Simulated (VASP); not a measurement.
A run of VASP 6.6.1 is set up as follows.

Contents of INCAR:

```
ALGO     = Normal         # electronic algorithm
EDIFF    = 1E-6           # SCF threshold, eV
ENCUT    = 520            # plane-wave cutoff, eV
GGA      = PE             # functional
ISIF     = 2              # what is computed and relaxed
ISMEAR   = -1             # smearing method
ISYM     = 0            
LASPH    = T              # aspherical terms in the spheres
LCHARG   = T              # write CHGCAR
LELF     = T              # ELF
LREAL    = F              # projectors in reciprocal space
LVHAR    = T            
LWAVE    = F              # write WAVECAR
NBANDS   = 14             # bands
NELM     = 100            # most SCF steps
PREC     = Accurate       # precision mode
SIGMA    = 0.1            # smearing width, eV
```

File KPOINTS:

```
Automatic mesh
0
Gamma
  11 11 4
  0.5 0.5 0.5
```

Contents of POSCAR:

```
Sb
1.0
    0.0000000000      2.3962708729     -2.3962708729
   -2.3962708729      0.0000000000      2.3962708729
    4.7925417458      4.7925417458      4.7925417458
Sb
3
Direct
    0.0000000000      0.0000000000      0.0000000000
    0.3333333330      0.6666666670      0.3333333330
    0.6666666670      0.3333333330      0.6666666670
```

Potentials or basis: VASP PAW PBE potentials, release 64 (Sb).

Launch:

```console
$ cat potpaw_PBE.64/Sb/POTCAR > POTCAR
$ mpirun -np 1 vasp_std > vasp.out
```

Estimate the band gap on the k mesh.

zero (an odd number of electrons rules out a gap without spin polarisation).

Predict the pressure.

-0.3 GPa.

Caveat: spin-orbit coupling is left out, which moves the levels of the heavy elements.
